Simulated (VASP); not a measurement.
# TiAl2 (Cmmm) in VASP: further runs

TiAl2 is run at these levels: PBEsol; tasks: single point.

Program: VASP 6.6.1. These are calculated values, not measurements. Logs are shortened: lines on timing, memory, paths and dates and some standing lists are left out, and cuts for length are marked.

### Step 1. The cell of the first run

The structure is orthorhombic, space group Cmmm (No. 65). The conventional cell has a = 3.896 Å, b = 12.044 Å, c = 3.975 Å, α = 90.00°, β = 90.00°, γ = 90.00°. Ti (site symmetry m2m) has 10 Al at 2.71 to 2.86 Å and 2 Ti at 2.98 Å within 3.6 Å. Within 3.6 Å of Al (site symmetry mmm) lie 4 Ti at 2.71 Å and 8 Al at 2.78 to 2.88 Å. Within 3.5 Å of Al (site symmetry m2m) lie 6 Al at 2.69 to 2.88 Å and 6 Ti at 2.79 to 2.86 Å. Al (site symmetry mmm) has 4 Ti at 2.74 Å and 8 Al at 2.78 to 2.85 Å within 3.6 Å.

### Step 2. Single point, PBEsol

Contents of INCAR:

```
SYSTEM = TiAl2
ALGO = Fast
EDIFF = 1E-6
ENCUT = 520
GGA = PS
ISIF = 2
ISMEAR = 0
LASPH = .TRUE.
LCHARG = .FALSE.
LREAL = .FALSE.
LWAVE = .FALSE.
NBANDS = 27
NELM = 80
PREC = Accurate
SIGMA = 0.1
```

Contents of KPOINTS:

```
k-points
0
G
  6 6 6
  0 0 0
```

Contents of POSCAR:

```
TiAl2
1.0
    1.9479584867     -6.0221700451      0.0000000000
    1.9479584867      6.0221700451      0.0000000000
    0.0000000000      0.0000000000      3.9748645371
Ti Al
2 4
Direct
    0.6564554766      0.3435445234      0.0000000000
    0.3435445234      0.6564554766      0.0000000000
    0.0000000000      0.0000000000      0.0000000000
    0.8270265056      0.1729734944      0.5000000000
    0.1729734944      0.8270265056      0.5000000000
    0.5000000000      0.5000000000      0.5000000000
```

Potentials or basis: VASP PAW PBE potentials, release 64 (Ti_sv, Al).

The run is started by

```sh
> cat potpaw_PBE.64/Ti_sv/POTCAR potpaw_PBE.64/Al/POTCAR > POTCAR
> mpirun -np 1 vasp_std > vasp.out
```

OUTCAR:

```text
SYSTEM = TiAl2
   EDIFF = 1E-6
   ENCUT = 520
   GGA = PS
   ISIF = 2
   ISMEAR = 0
   LASPH = .TRUE.
   LREAL = .FALSE.
   NELM = 80
   PREC = Accurate

 ion  position               nearest neighbor table
   1  0.656  0.344  0.000-   3 2.71   3 2.71   6 2.74   6 2.74   5 2.79   5 2.79   5 2.79   5 2.79
                             4 2.86   4 2.86
   2  0.344  0.656  0.000-   3 2.71   3 2.71   6 2.74   6 2.74   4 2.79   4 2.79   4 2.79   4 2.79
                             5 2.86   5 2.86
   3  0.000  0.000  0.000-   1 2.71   2 2.71   1 2.71   2 2.71   6 2.78   6 2.78   6 2.78   6 2.78
                             4 2.88   4 2.88   5 2.88   5 2.88
   4  0.827  0.173  0.500-   5 2.69   5 2.69   2 2.79   2 2.79   2 2.79   2 2.79   6 2.85   6 2.85
                             1 2.86   1 2.86   3 2.88   3 2.88
   5  0.173  0.827  0.500-   4 2.69   4 2.69   1 2.79   1 2.79   1 2.79   1 2.79   6 2.85   6 2.85
                             2 2.86   2 2.86   3 2.88   3 2.88
   6  0.500  0.500  0.500-   1 2.74   2 2.74   1 2.74   2 2.74   3 2.78   3 2.78   3 2.78   3 2.78
                             5 2.85   4 2.85   5 2.85   4 2.85

  LATTYP: Found a base centered orthorhombic cell.
 ALAT       =     3.8959169734
 B/A-ratio  =     3.0915289449
 C/A-ratio  =     1.0202641802

  Lattice vectors:

 A1 = (   1.9479584867,  -6.0221700451,   0.0000000000)
 A2 = (   1.9479584867,   6.0221700451,   0.0000000000)
 A3 = (   0.0000000000,   0.0000000000,   3.9748645371)

Analysis of symmetry for initial positions (statically):
=====================================================================
 Subroutine PRICEL returns:
 Original cell was already a primitive cell.

 Routine SETGRP: Setting up the symmetry group for a
 base centered orthorhombic supercell.

 Subroutine GETGRP returns: Found  8 space group operations
 (whereof  8 operations were pure point group operations)
 out of a pool of  8 trial point group operations.

The static configuration has the point symmetry D_2h.

Analysis of symmetry for dynamics (positions and initial velocities):
=====================================================================
 Subroutine PRICEL returns:
 Original cell was already a primitive cell.

 Routine SETGRP: Setting up the symmetry group for a
 base centered orthorhombic supercell.

 Subroutine GETGRP returns: Found  8 space group operations
 (whereof  8 operations were pure point group operations)
 out of a pool of  8 trial point group operations.

The dynamic configuration has the point symmetry D_2h.

 Subroutine INISYM returns: Found  8 space group operations
 (whereof  8 operations are pure point group operations),
 and found     1 'primitive' translations

----------------------------------------------------------------------------------------

                                     Primitive cell

  volume of cell :      93.2578

  direct lattice vectors                    reciprocal lattice vectors
     1.947958487 -6.022170045  0.000000000     0.256678981 -0.083026550  0.000000000
     1.947958487  6.022170045  0.000000000     0.256678981  0.083026550  0.000000000
     0.000000000  0.000000000  3.974864537     0.000000000  0.000000000  0.251580901

  length of vectors
     6.329381827  6.329381827  3.974864537     0.269773066  0.269773066  0.251580901

  position of ions in fractional coordinates (direct lattice)
     0.656455477  0.343544523  0.000000000
     0.343544523  0.656455477  0.000000000
     0.000000000  0.000000000  0.000000000
     0.827026506  0.172973494  0.500000000
     0.172973494  0.827026506  0.500000000
     0.500000000  0.500000000  0.500000000

  ion indices of the primitive-cell ions
   primitive index   ion index
                 1           1
                 2           2
                 3           3
                 4           4
                 5           5
                 6           6

----------------------------------------------------------------------------------------

 KPOINTS: k-points

Automatic generation of k-mesh.
 Grid dimensions read from file:
 generate k-points for:    6    6    6

 Generating k-lattice:

  Cartesian coordinates                     Fractional coordinates (reciprocal lattice)
     0.042779830 -0.013837758  0.000000000     0.166666667  0.000000000  0.000000000
     0.042779830  0.013837758  0.000000000     0.000000000  0.166666667  0.000000000
     0.000000000  0.000000000  0.041930150     0.000000000  0.000000000  0.166666667

  Length of vectors
     0.044962178  0.044962178  0.041930150

  Shift w.r.t. Gamma in fractional coordinates (k-lattice)
     0.000000000  0.000000000  0.000000000

 Subroutine IBZKPT returns following result:
 ===========================================

 Found     52 irreducible k-points:

 Following reciprocal coordinates:
            Coordinates               Weight
  0.000000  0.000000  0.000000      1.000000
  0.166667  0.000000  0.000000      4.000000
  0.333333  0.000000  0.000000      4.000000
  0.500000  0.000000  0.000000      2.000000
  0.166667  0.166667  0.000000      2.000000
  0.333333  0.166667  0.000000      4.000000
[... 16 lines left out ...]
  0.333333  0.333333  0.166667      4.000000
  0.500000  0.333333  0.166667      8.000000
 [... further k-points ...]
   k-points           NKPTS =     52   k-points in BZ     NKDIM =     52   number of bands    NBANDS=     27
   number of dos      NEDOS =    301   number of ions     NIONS =      6
   total plane-waves  NPLWV =  69120
   dimension x,y,z NGX =    48 NGY =   48 NGZ =   30
   dimension x,y,z NGXF=    96 NGYF=   96 NGZF=   60
   ions per type =               2   4
   NGX,Y,Z   is equivalent  to a cutoff of  12.61, 12.61, 12.55 a.u.
   NGXF,Y,Z  is equivalent  to a cutoff of  25.22, 25.22, 25.09 a.u.
 SYSTEM =  TiAl2
   PREC   = accura    normal or accurate (medium, high low for compatibility)
   ISTART =      0    job   : 0-new  1-cont  2-samecut
   ICHARG =      2    charge: 1-file 2-atom 10-const
   ISPIN  =      1    spin polarized calculation?
   LNONCOLLINEAR =      F non collinear calculations
   LSORBIT =      F    spin-orbit coupling
   LASPH  =      T    aspherical Exc in radial PAW
   ENCUT  =  520.0 eV  38.22 Ry    6.18 a.u.  11.77 11.77  7.39*2*pi/ulx,y,z
   NELM   =     80;   NELMIN=  2; NELMDL= -5     # of ELM steps
   EDIFF  = 0.1E-05   stopping-criterion for ELM
   LREAL  =      F    real-space projection
   EDIFFG = 0.1E-04   stopping-criterion for IOM
   NSW    =      0    number of steps for IOM
   IBRION =     -1    ionic relax: 0-MD 1-quasi-New 2-CG
   NFREE  =      0    steps in history (QN), initial steepest desc. (CG)
   ISIF   =      2    stress and relaxation
   ISYM   =      2    0-nonsym 1-usesym 2-fastsym
   POTIM  = 0.5000    time-step for ionic-motion
   TEBEG  =    0.0;   TEEND  =   0.0 temperature during run
   PSTRESS=    0.0 pullay stress
   NELECT =      36.0000    total number of electrons
   NUPDOWN=      -1.0000    fix difference up-down
   EMIN   =  10.00;   EMAX   =-10.00  energy-range for DOS
   EFERMI =   0.00;   METHOD = LEGACY
   ISMEAR =     0;   SIGMA  =   0.10  broadening in eV -4-tet -1-fermi 0-gaus
   EFERMI_NEDOS =   21; number of points for ismear=-14 and -15
   IALGO  =     68    algorithm
   IMIX   =      4    mixing-type and parameters
     AMIX     =   0.40;   BMIX     =  1.00
     AMIX_MAG =   1.60;   BMIX_MAG =  1.00
  volume/ion in A,a.u.               =      15.54       104.89
  Fermi-wavevector in a.u.,A,eV,Ry     =   1.192012  2.252576 19.332420  1.420893
  Thomas-Fermi vector in A             =   2.328060
   LORBIT       =      0    0 simple, 1 ext, 2 COOP (PROOUT), +10 PAW based schemes
   GGA     = PS    functional components
   LHFCALC =     F    Hartree Fock is set to
   AEXX    =    0.0000 exact exchange contribution
   IVDW    =     0    specifies the selected vdW correction
   LEPSILON=     F    determine dielectric tensor
   LRPA    =     F    only Hartree local field effects (RPA)
 non-spin polarized calculation
 RMM-DIIS sequential band-by-band and
 Gauss-broadening in eV      SIGMA  =   0.10
  energy-cutoff  :      520.00
  volume of cell :       93.26
 maximum number of plane-waves:      2531
   NGX = 23   NGY = 23   NGZ = 15

 number of electron      35.9999992 magnetization

 Free energy of the ion-electron system (eV)
  ---------------------------------------------------
  ext. energy  EPLUGINS =         0.00000000
  ---------------------------------------------------
  free energy    TOTEN  =       -35.64236826 eV

  energy without entropy =      -35.62602889  energy(sigma->0) =      -35.63419858

 E-fermi :   8.6784     XC(G=0): -11.0401

 val. band max:        8.6699228493   @ k =   0.5000   0.5000   0.3333
 cond. band min:       8.6799682343   @ k =   0.0000   0.0000   0.1667
 fundamental gap:      0.0100453851
 Fermi energy:         8.6784092375

 k-point     1 :       0.0000    0.0000    0.0000
  band No.  band energies     occupation
      1     -47.7543      2.00000
      2     -47.7223      2.00000
      3     -24.2223      2.00000
      4     -24.1870      2.00000
      5     -24.1770      2.00000
      6     -24.1541      2.00000
[... 19 lines left out ...]
     26      12.2551      0.00000
     27      12.7175      0.00000

 k-point     2 :       0.1667    0.0000    0.0000
  band No.  band energies     occupation
      1     -47.7519      2.00000
      2     -47.7242      2.00000
      3     -24.2195      2.00000
      4     -24.1890      2.00000
      5     -24.1788      2.00000
      6     -24.1636      2.00000
[... 19 lines left out ...]
     26      12.8218      0.00000
     27      13.7616      0.00000

 k-point     3 :       0.3333    0.0000    0.0000
  band No.  band energies     occupation
      1     -47.7455      2.00000
      2     -47.7295      2.00000
      3     -24.2122      2.00000
      4     -24.1946      2.00000
      5     -24.1861      2.00000
      6     -24.1801      2.00000
[... 19 lines left out ...]
     26      12.2204      0.00000
     27      13.7370      0.00000

 k-point     4 :       0.5000    0.0000    0.0000
  band No.  band energies     occupation
      1     -47.7377      2.00000
      2     -47.7369      2.00000
      3     -24.2037      2.00000
      4     -24.2023      2.00000
      5     -24.1920      2.00000
      6     -24.1868      2.00000
[... 19 lines left out ...]
     26      11.8809      0.00000
     27      12.9917      0.00000

 k-point     5 :       0.1667    0.1667    0.0000
  band No.  band energies     occupation
      1     -47.7457      2.00000
      2     -47.7293      2.00000
      3     -24.2126      2.00000
      4     -24.1942      2.00000
      5     -24.1877      2.00000
      6     -24.1797      2.00000
[... 19 lines left out ...]
     26      12.8310      0.00000
     27      13.2829      0.00000

 k-point     6 :       0.3333    0.1667    0.0000
  band No.  band energies     occupation
      1     -47.7377      2.00000
      2     -47.7369      2.00000
      3     -24.2037      2.00000
      4     -24.2023      2.00000
      5     -24.1931      2.00000
      6     -24.1856      2.00000
[... 444 lines left out ...]
      1     -47.7513      2.00000
      2     -47.7244      2.00000
      3     -24.2240      2.00000
      4     -24.1939      2.00000
      5     -24.1723      2.00000
      6     -24.1639      2.00000
[... 19 lines left out ...]
     26      12.8385      0.00000
     27      13.1932      0.00000

 k-point    22 :      -0.1667    0.1667    0.1667
  band No.  band energies     occupation
      1     -47.7538      2.00000
      2     -47.7223      2.00000
      3     -24.2272      2.00000
      4     -24.1916      2.00000
      5     -24.1723      2.00000
      6     -24.1540      2.00000
[... 19 lines left out ...]
     26      12.2371      0.00000
     27      12.6445      0.00000

 k-point    23 :       0.3333    0.3333    0.1667
  band No.  band energies     occupation
      1     -47.7447      2.00000
      2     -47.7300      2.00000
      3     -24.2159      2.00000
      4     -24.2001      2.00000
      5     -24.1849      2.00000
      6     -24.1761      2.00000
[... 19 lines left out ...]
     26      11.9151      0.00000
     27      12.3404      0.00000

 k-point    24 :       0.5000    0.3333    0.1667
  band No.  band energies     occupation
      1     -47.7509      2.00000
      2     -47.7247      2.00000
      3     -24.2233      2.00000
      4     -24.1946      2.00000
      5     -24.1666      2.00000
      6     -24.1642      2.00000
[... 19 lines left out ...]
     26      12.4425      0.00000
     27      12.8570      0.00000

 [... further k-points ...]
[... 5 lines left out ...]
  --------------------------------------------------------------------------------------
  -------------------------------------------------------------------------------------
  Total        0.1569863      0.1687428      0.1445324     -0.0000000      0.0000000      0.0000000
  in kB        2.6970396      2.8990179      2.4830794     -0.0000000      0.0000000      0.0000000
  external PRESSURE =       2.6930456 kB  Pullay stress =       0.0000000 kB

 VOLUME and BASIS-vectors are now :
 -----------------------------------------------------------------------------
  energy-cutoff  :      520.00
  volume of cell :       93.26
      direct lattice vectors                 reciprocal lattice vectors
     1.947958487 -6.022170045  0.000000000     0.256678981 -0.083026550  0.000000000
     1.947958487  6.022170045  0.000000000     0.256678981  0.083026550  0.000000000
     0.000000000  0.000000000  3.974864537     0.000000000  0.000000000  0.251580901

 POSITION                                       TOTAL-FORCE (eV/Angst)
 -----------------------------------------------------------------------------------
      1.94796     -1.88440      0.00000         0.000000      0.006970      0.000000
      1.94796      1.88440      0.00000         0.000000     -0.006970     -0.000000
      0.00000      0.00000      0.00000         0.000000      0.000000      0.000000
      1.94796     -3.93882      1.98743         0.000000     -0.027546      0.000000
      1.94796      3.93882      1.98743         0.000000      0.027546      0.000000
      1.94796      0.00000      1.98743         0.000000      0.000000      0.000000
 -----------------------------------------------------------------------------------
    total drift:                               -0.000000     -0.000000     -0.000000

  FREE ENERGIE OF THE ION-ELECTRON SYSTEM (eV)
  ---------------------------------------------------
  free  energy   TOTEN  =       -35.6423682640 eV

  energy  without entropy=      -35.6260288933  energy(sigma->0) =      -35.63419858
```

Wall time 5.8 min (1 thread of Intel Xeon Platinum 8259CL at 2.50GHz (Skylake/Cascade Lake), shared host); peak memory 0.31 GiB.

Results:

| Item | Value |
| --- | --- |
| Free energy | -35.6424 eV |
| Pressure | 0.3 GPa |
| Largest force | 0.028 eV/Å |
| Band gap on the k mesh | zero (band 18 reaches 9.52 eV, above the bottom of band 19 at 8.06 eV) |

Forces in eV/Å, atoms in the order of the input:
```
Ti   0.000  0.007  0.000
Ti   0.000 -0.007  0.000
Al   0.000  0.000  0.000
Al   0.000 -0.028  0.000
Al   0.000  0.028  0.000
Al   0.000  0.000  0.000
```

Levels at points of the mesh, in eV from the Fermi level:
```csv
k point,band 15,band 16,band 17,band 18,band 19,band 20,band 21,band 22
"(0.00, 0.00, 0.00)",-1.61,-0.74,-0.54,-0.50,0.36,0.55,0.86,1.00
"(0.50, 0.00, 0.00)",-1.68,-1.31,-1.00,-0.29,0.82,1.16,1.30,1.47
"(0.50, 0.50, 0.00)",-1.76,-1.27,-0.73,-0.53,0.22,1.19,1.23,1.23
"(0.00, 0.00, 0.50)",-1.57,-0.84,-0.19,0.07,0.57,1.03,1.10,1.36
"(0.50, 0.00, 0.50)",-2.44,-1.76,-1.53,-1.14,-0.57,1.24,1.29,1.34
"(0.50, 0.50, 0.50)",-2.00,-0.85,0.07,0.83,0.93,1.37,1.47,1.74
```

Caveat: the PAW data sets were made with another functional, which shifts forces and pressure a little.

### Step 3. Single point, PBEsol

This run uses another cell than the first one, of the same volume but with other edges.

Contents of INCAR:

```
SYSTEM = TiAl2
  ALGO = Normal
  EDIFF = 1E-6
  ENCUT = 520
  GGA = PS
  ISIF = 2
  ISMEAR = 0
  ISYM = 0
  LASPH = .True.
  LCHARG = .False.
  LREAL = .False.
  LWAVE = .False.
  NBANDS = 27
  NELM = 60
  PREC = Accurate
  SIGMA = 0.1
```

Contents of KPOINTS:

```
k-points
0
Gamma
  9 9 6
  0 0 0
```

Contents of POSCAR:

```
TiAl2
1.0
    3.9006678809      0.0000000000      0.0000000000
    0.0000000000      3.9724249774      0.0000000000
    1.9503339404      0.0000000000      6.0262766716
Ti Al
2 4
Direct
    0.6562199824      0.0000000000      0.6875600353
    0.3437800176      0.0000000000      0.3124399647
    0.0000000000      0.0000000000      0.0000000000
    0.8270962382      0.5000000000      0.3458075236
    0.1729037618      0.5000000000      0.6541924764
    0.5000000000      0.5000000000      0.0000000000
```

Potentials or basis: VASP PAW PBE potentials, release 64 (Ti_sv, Al).

The run is started by

```sh
> cat potpaw_PBE.64/Ti_sv/POTCAR potpaw_PBE.64/Al/POTCAR > POTCAR
> mpirun -np 1 vasp_std > vasp.out
```

Run time: 8 min. Hardware: 1 thread of Intel Xeon Platinum 8375C at 2.90GHz (Ice Lake), shared host; peak memory 0.57 GiB.

Results (log left out):

* Free energy: -35.6516 eV
* Pressure: 0.1 GPa
* Largest force: 0.015 eV/Å
* Band gap on the k mesh: zero (band 18 reaches 9.38 eV, above the bottom of band 19 at 8.11 eV)

Forces on the atoms (eV/Å):
```
Ti   0.002  0.000 -0.004
Ti  -0.002  0.000  0.004
Al   0.000  0.000  0.000
Al   0.000  0.000 -0.015
Al   0.000  0.000  0.015
Al   0.000  0.000  0.000
```

Stress tensor (GPa, compression positive):
```
0.17 0.00 0.00
0.00 0.08 0.00
0.00 0.00 0.11
```

Levels at points of the mesh, in eV from the Fermi level:
| k point | band 14 | band 15 | band 16 | band 17 | band 18 | band 19 | band 20 | band 21 | band 22 | band 23 |
| --- | --- | --- | --- | --- | --- | --- | --- | --- | --- | --- |
| (0.00, 0.00, 0.00) | -1.74 | -1.61 | -0.71 | -0.53 | -0.50 | 0.37 | 0.57 | 0.87 | 1.00 | 1.06 |
| (0.00, 0.00, 0.50) | -1.98 | -1.75 | -1.26 | -0.70 | -0.53 | 0.23 | 1.19 | 1.23 | 1.26 | 1.57 |

Caveat: the PAW data sets were made with another functional, which shifts forces and pressure a little.

(Continued in part 2 of 2.)
